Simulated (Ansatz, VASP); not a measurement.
Ru: VASP beside Ansatz

```
CELL_PARAMETERS angstrom
4.44622 0.00000 0.00000
0.00000 4.83270 0.00000
-1.99437 0.00000 4.39657
ATOMIC_POSITIONS crystal
Ru 0.00000 0.00000 0.00000
Ru 0.00000 0.50000 0.50000
Ru 0.42500 0.36000 0.26500
Ru 0.57500 0.86000 0.23500
Ru 0.57500 0.64000 0.73500
Ru 0.42500 0.14000 0.76500
```

Alike in both runs: task single point; functional PBE; k mesh 4 × 4 × 4; occupations gaussian, width 0.1 eV; no spin polarisation.

|  | VASP | Ansatz |
| --- | --- | --- |
| version | VASP 6.6.1 | Ansatz 0.2.0 |
| potentials or method | VASP PAW PBE potentials, release 64 (Ru_pv), cutoff 520 eV | scalar-relativistic, plane waves, PAW |
| valence electrons in the cell | 84 | 96 |

```tsv
	VASP	Ansatz	Ansatz less VASP
gap on the k mesh at the Fermi level (eV)	none	none	-
pressure (GPa)	9.8	9.6	-0.18
traceless stress, the component that is largest in VASP (GPa)	-10.71	-10.69	+0.021
rms of the force components (eV/Å)	0.889	0.881	-0.0084
```

Atom by atom the forces differ by 0.011 eV/Å (rms over components). A gap of «none» marks a metal or a gap that the smearing closes. The functional is the same, so the differences come from potentials, cutoffs and numerics. VASP's potentials hold 84 valence electrons a cell and Ansatz's 96, so a difference there can come from the potentials and not from the codes.

The k mesh is coarse, so the values compare programs but aren't converged.
